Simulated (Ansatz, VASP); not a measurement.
## Al2GaP3: VASP beside Ansatz

```
Al Ga P
1.0
    -1.94752    1.94752    8.25717
     1.94752   -1.94752    8.25717
     1.94752    1.94752   -8.25717
Al Ga P
2 1 3
Direct
  0.66668 0.66668 0.00000
  0.33332 0.33332 0.00000
  0.00000 0.00000 0.00000
  0.41630 0.91629 0.50000
  0.08371 0.58371 0.50000
  0.75000 0.25000 0.50000
```

Alike in both runs: functional PBE; k mesh 10 × 10 × 10; occupations gaussian, width 0.02 eV; no spin polarisation.

Ansatz relaxed the structure, and its values are those at the end. VASP's run is a single point on that final structure, the one shown.

```csv
,VASP,Ansatz
version,VASP 6.6.1,Ansatz 0.2.0
potentials or method,"VASP PAW PBE potentials, release 64 (Al, Ga_d, P), cutoff 500 eV","scalar-relativistic, plane waves, PAW"
valence electrons in the cell,34,34
```

Ansatz gave:

* gap on the k mesh at the Fermi level (eV): 1.64
* least direct gap on the mesh (eV): 1.84
* pressure (GPa): 0.0

Question: Estimate VASP's values.

Answer: gap on the k mesh at the Fermi level (eV): 1.64; least direct gap on the mesh (eV): 1.84; pressure (GPa): -0.1.
